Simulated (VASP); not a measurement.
# N in VASP: notebook

Runs on N. Level: LDA. Tasks: single point, molecular dynamics.

Everything below comes from runs of VASP 6.6.1. Logs are shortened: lines on timing, memory, paths and dates and some standing lists are left out, and cuts for length are marked.

### 1 The cell of the first run

The cell holds a disordered packing, 12 atoms: a = 7.034 Å, b = 7.034 Å, c = 7.034 Å, α = 90.00°, β = 90.00°, γ = 90.00°.

### 2 Single point, LDA

The input, INCAR:

```
SYSTEM = N
ALGO     = Normal         ! electronic algorithm
EDIFF    = 1E-6           ! SCF threshold, eV
ENCUT    = 520            ! plane-wave cutoff, eV
ISIF     = 2              ! what is computed and relaxed
ISMEAR   = -1             ! smearing method
LASPH    = .True.         ! aspherical terms in the spheres
LCHARG   = .False.        ! write CHGCAR
LREAL    = .False.        ! projectors in reciprocal space
LWAVE    = .False.        ! write WAVECAR
NBANDS   = 42             ! bands
NELM     = 100            ! most SCF steps
PREC     = Accurate       ! precision mode
SIGMA    = 0.02           ! smearing width, eV
```

The input, KPOINTS:

```
k-points
0
Gamma
  1 1 1
  0 0 0
```

The input, POSCAR:

```
N
1.0
    7.0338500000      0.0000000000      0.0000000000
    0.0000000000      7.0338500000      0.0000000000
    0.0000000000      0.0000000000      7.0338500000
N
12
Direct
    0.2421149157     -0.0376323066      0.9241169488
    0.3569453429      0.0575644917      0.8892996012
    0.5558691186      0.8160111461      0.4043304876
    0.5921365966      0.9548966782      0.4609708765
    0.7626264421      0.9370401700      1.0102006725
    0.6941148873      0.8370664714      0.9134115740
    0.0713265139      0.7730759115      0.3560923250
   -0.0306944277      0.6562693262      0.3324068611
    0.8680736723      0.3771192164      0.6711118378
    0.9908513830      0.2820645877      0.6687944724
    0.4071596636      0.4891062505      1.0949764354
    0.5393205712      0.4559096370      1.0174371077
```

Potentials or basis: VASP PAW LDA potentials, release 64 (N).

Run with:

```
$ cat potpaw_LDA.64/N/POTCAR > POTCAR
$ mpirun -np 1 vasp_gam > vasp.out
```

OUTCAR:

```text
SYSTEM = N
   EDIFF = 1E-6
   ENCUT = 520
   ISIF = 2
   ISMEAR = -1
   LASPH = .True.
   LREAL = .False.
   NELM = 100
   PREC = Accurate

 ion  position               nearest neighbor table
   1  0.242  0.962  0.924-   2 1.08
   2  0.357  0.058  0.889-   1 1.08
   3  0.556  0.816  0.404-   4 1.09
   4  0.592  0.955  0.461-   3 1.09
   5  0.763  0.937  0.010-   6 1.09
   6  0.694  0.837  0.913-   5 1.09
   7  0.071  0.773  0.356-   8 1.10
   8  0.969  0.656  0.332-   7 1.10
   9  0.868  0.377  0.671-  10 1.09
  10  0.991  0.282  0.669-   9 1.09
  11  0.407  0.489  0.095-  12 1.10
  12  0.539  0.456  0.017-  11 1.10

  LATTYP: Found a simple cubic cell.
 ALAT       =     7.0338500000

  Lattice vectors:

 A1 = (   7.0338500000,   0.0000000000,   0.0000000000)
 A2 = (   0.0000000000,   7.0338500000,   0.0000000000)
 A3 = (   0.0000000000,   0.0000000000,   7.0338500000)

Analysis of symmetry for initial positions (statically):
=====================================================================
 Subroutine PRICEL returns:
 Original cell was already a primitive cell.

 Routine SETGRP: Setting up the symmetry group for a
 simple cubic supercell.

 Subroutine GETGRP returns: Found  1 space group operations
 (whereof  1 operations were pure point group operations)
 out of a pool of 48 trial point group operations.

The static configuration has the point symmetry C_1 .

Analysis of symmetry for dynamics (positions and initial velocities):
=====================================================================
 Subroutine PRICEL returns:
 Original cell was already a primitive cell.

 Routine SETGRP: Setting up the symmetry group for a
 simple cubic supercell.

 Subroutine GETGRP returns: Found  1 space group operations
 (whereof  1 operations were pure point group operations)
 out of a pool of 48 trial point group operations.

The dynamic configuration has the point symmetry C_1 .

 Subroutine INISYM returns: Found  1 space group operations
 (whereof  1 operations are pure point group operations),
 and found     1 'primitive' translations

[... 96 lines left out ...]
   ISIF   =      2    stress and relaxation
   ISYM   =      2    0-nonsym 1-usesym 2-fastsym
   POTIM  = 0.5000    time-step for ionic-motion
   TEBEG  =    0.0;   TEEND  =   0.0 temperature during run
   PSTRESS=    0.0 pullay stress
   NELECT =      60.0000    total number of electrons
   NUPDOWN=      -1.0000    fix difference up-down
   EMIN   =  10.00;   EMAX   =-10.00  energy-range for DOS
   EFERMI =   0.00;   METHOD = LEGACY
   ISMEAR =    -1;   SIGMA  =   0.02  broadening in eV -4-tet -1-fermi 0-gaus
   EFERMI_NEDOS =   21; number of points for ismear=-14 and -15
   IALGO  =     38    algorithm
   IMIX   =      4    mixing-type and parameters
     AMIX     =   0.40;   BMIX     =  1.00
     AMIX_MAG =   1.60;   BMIX_MAG =  1.00
  volume/ion in A,a.u.               =      29.00       195.70
  Fermi-wavevector in a.u.,A,eV,Ry     =   0.911169  1.721859 11.295944  0.830228
  Thomas-Fermi vector in A             =   2.035417
   LORBIT       =      0    0 simple, 1 ext, 2 COOP (PROOUT), +10 PAW based schemes
   GGA     = CA    functional components
   LHFCALC =     F    Hartree Fock is set to
   AEXX    =    0.0000 exact exchange contribution
   IVDW    =     0    specifies the selected vdW correction
   LEPSILON=     F    determine dielectric tensor
   LRPA    =     F    only Hartree local field effects (RPA)
 non-spin polarized calculation
  energy-cutoff  :      520.00
  volume of cell :      348.00
 maximum number of plane-waves:      4718
 NGX is ok and might be reduce to    54
   NGX = 27   NGY = 27   NGZ = 27

 number of electron      59.9999998 magnetization

 Free energy of the ion-electron system (eV)
  ---------------------------------------------------
  ext. energy  EPLUGINS =         0.00000000
  ---------------------------------------------------
  free energy    TOTEN  =      -105.22394665 eV

  energy without entropy =     -105.22394665  energy(sigma->0) =     -105.22394665

 E-fermi :  -6.9328     XC(G=0):  -5.8185

 val. band max:       -7.4459101697   @ k =   0.0000   0.0000   0.0000
 cond. band min:       0.0442805521   @ k =   0.0000   0.0000   0.0000
 fundamental gap:      7.4901907218
 Fermi energy:        -6.9327515176

 k-point     1 :       0.0000    0.0000    0.0000
  band No.  band energies     occupation
      1     -26.1564      2.00000
      2     -26.0117      2.00000
      3     -25.9420      2.00000
      4     -25.7834      2.00000
      5     -25.6866      2.00000
      6     -25.5965      2.00000
[... 34 lines left out ...]
     41       0.8896      0.00000
     42       0.9552      0.00000

------------------------ aborting loop because EDIFF is reached ----------------------------------------

  FORCE on cell =-STRESS in cart. coord.  units (eV):
  Direction    XX          YY          ZZ          XY          YZ          ZX
  --------------------------------------------------------------------------------------
  -------------------------------------------------------------------------------------
  Total        4.1062990      5.3752814      0.9014429      2.4049713      1.2657036      0.0893665
  in kB       18.9052248     24.7475652      4.1502045     11.0723850      5.8272451      0.4114393
  external PRESSURE =      15.9343315 kB  Pullay stress =       0.0000000 kB

 VOLUME and BASIS-vectors are now :
 -----------------------------------------------------------------------------
  energy-cutoff  :      520.00
  volume of cell :      348.00
      direct lattice vectors                 reciprocal lattice vectors
     7.033850000  0.000000000  0.000000000     0.142169651  0.000000000  0.000000000
     0.000000000  7.033850000  0.000000000     0.000000000  0.142169651  0.000000000
     0.000000000  0.000000000  7.033850000     0.000000000  0.000000000  0.142169651

 POSITION                                       TOTAL-FORCE (eV/Angst)
 -----------------------------------------------------------------------------------
      1.70300      6.76915      6.50010        -3.319143     -2.709205      0.993095
      2.51070      0.40490      6.25520         3.171386      2.741120     -1.010917
      3.90990      5.73970      2.84400        -0.705259     -2.602747     -1.086605
      4.16500      6.71660      3.24240         0.668650      2.609502      1.113894
      5.36420      6.59100      0.07175         0.953949      1.222631      1.255961
      4.88230      5.88780      6.42480        -0.787816     -1.252586     -1.271411
      0.50170      5.43770      2.50470         0.000761     -0.032049     -0.016156
      6.81795      4.61610      2.33810         0.041065      0.033731     -0.008278
      6.10590      2.65260      4.72050        -1.381316      1.081593      0.013944
      6.96950      1.98400      4.70420         1.356789     -1.087241     -0.002508
      2.86390      3.44030      0.66805        -0.077051      0.032856      0.028632
      3.79350      3.20680      0.12265         0.077984     -0.037607     -0.009652
 -----------------------------------------------------------------------------------
    total drift:                               -0.000207      0.000672      0.000369

  FREE ENERGIE OF THE ION-ELECTRON SYSTEM (eV)
  ---------------------------------------------------
  free  energy   TOTEN  =      -105.2239466522 eV

  energy  without entropy=     -105.2239466522  energy(sigma->0) =     -105.22394665
```

OSZICAR:

```text
N       E                     dE             d eps       ncg     rms          rms(c)
DAV:   1     0.591234261327E+03    0.59123E+03   -0.29799E+04    84   0.125E+03
DAV:   2    -0.389915265336E+02   -0.63023E+03   -0.61296E+03   120   0.295E+02
DAV:   3    -0.109814904362E+03   -0.70823E+02   -0.70301E+02   104   0.112E+02
DAV:   4    -0.111303794262E+03   -0.14889E+01   -0.14704E+01   104   0.171E+01
DAV:   5    -0.111327939681E+03   -0.24145E-01   -0.24012E-01   110   0.217E+00    0.198E+01
DAV:   6    -0.106389026448E+03    0.49389E+01   -0.76091E+00    86   0.122E+01    0.112E+01
DAV:   7    -0.105257407487E+03    0.11316E+01   -0.44776E+00   104   0.945E+00    0.310E+00
DAV:   8    -0.105224050015E+03    0.33357E-01   -0.39254E-01    86   0.275E+00    0.581E-01
DAV:   9    -0.105222760080E+03    0.12899E-02   -0.18400E-02   104   0.625E-01    0.274E-01
DAV:  10    -0.105223704812E+03   -0.94473E-03   -0.12748E-03   110   0.185E-01    0.741E-02
DAV:  11    -0.105223869081E+03   -0.16427E-03   -0.18670E-04   120   0.678E-02    0.292E-02
DAV:  12    -0.105223899778E+03   -0.30696E-04   -0.60680E-05   102   0.405E-02    0.193E-02
DAV:  13    -0.105223944741E+03   -0.44964E-04   -0.20115E-05   112   0.230E-02    0.844E-03
DAV:  14    -0.105223946077E+03   -0.13358E-05   -0.31824E-06   104   0.100E-02    0.475E-03
DAV:  15    -0.105223946652E+03   -0.57523E-06   -0.93756E-07    56   0.497E-03
   1 F= -.10522395E+03 E0= -.10522395E+03  d E =-.887840E-11
```

It took 14 s on 1 thread of AMD EPYC 7R13 (Zen 3), shared host; peak memory 0.23 GiB.

Results:

| Quantity | Value |
| --- | --- |
| Free energy | -105.2239 eV |
| Pressure | 1.6 GPa |
| Largest force | 4.398 eV/Å |

Forces in eV/Å, atoms in the order of the input:
```
N   -3.319 -2.709  0.993
N    3.171  2.741 -1.011
N   -0.705 -2.603 -1.087
N    0.669  2.610  1.114
N    0.954  1.223  1.256
N   -0.788 -1.253 -1.271
N    0.001 -0.032 -0.016
N    0.041  0.034 -0.008
N   -1.381  1.082  0.014
N    1.357 -1.087 -0.003
N   -0.077  0.033  0.029
N    0.078 -0.038 -0.010
```

Levels at points of the mesh, in eV from the Fermi level:
```tsv
k point	band 26	band 27	band 28	band 29	band 30	band 31	band 32	band 33	band 34	band 35
(0.00, 0.00, 0.00)	-0.80	-0.68	-0.60	-0.55	-0.51	6.98	7.11	7.16	7.23	7.30
```

Caveat: the k points lie up to 0.89 Å⁻¹ apart, too coarse for converged energies, forces and pressures; the standard files for N, O and F lose accuracy on very short bonds.

(Continued in part 2 of 2.)
